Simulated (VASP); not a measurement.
Input of a VASP 6.6.1 run:

Contents of INCAR:

```
SYSTEM = CdSe
ALGO = Normal
EDIFF = 1E-6
ENCUT = 520
GGA = PE
ISIF = 2
ISMEAR = 0
LASPH = .True.
LCHARG = .True.
LELF = .True.
LREAL = .False.
LVHAR = .True.
LWAVE = .False.
NBANDS = 16
NELM = 80
PREC = Accurate
SIGMA = 0.1
```

File KPOINTS:

```
k-points
0
Gamma
  12 12 12
  0 0 0
```

File POSCAR:

```
CdSe
1.0
    0.0000000000      2.8396133794      2.8396133794
    2.8396133794      0.0000000000      2.8396133794
    2.8396133794      2.8396133794      0.0000000000
Cd Se
1 1
Direct
    0.0000000000      0.0000000000      0.0000000000
    0.5000000000      0.5000000000      0.5000000000
```

Potentials or basis: VASP PAW PBE potentials, release 64 (Cd, Se).

Run with:

```bash
$ cat potpaw_PBE.64/Cd/POTCAR potpaw_PBE.64/Se/POTCAR > POTCAR
$ mpirun -np 1 vasp_std > vasp.out
```

Estimate the pressure.

2.3 GPa.

What does it give for the band gap on the k mesh?

Zero (bands 9 and 10 overlap by 0.44 eV).

Caveat: semilocal functionals underestimate gaps, so a narrow gap can read as zero.
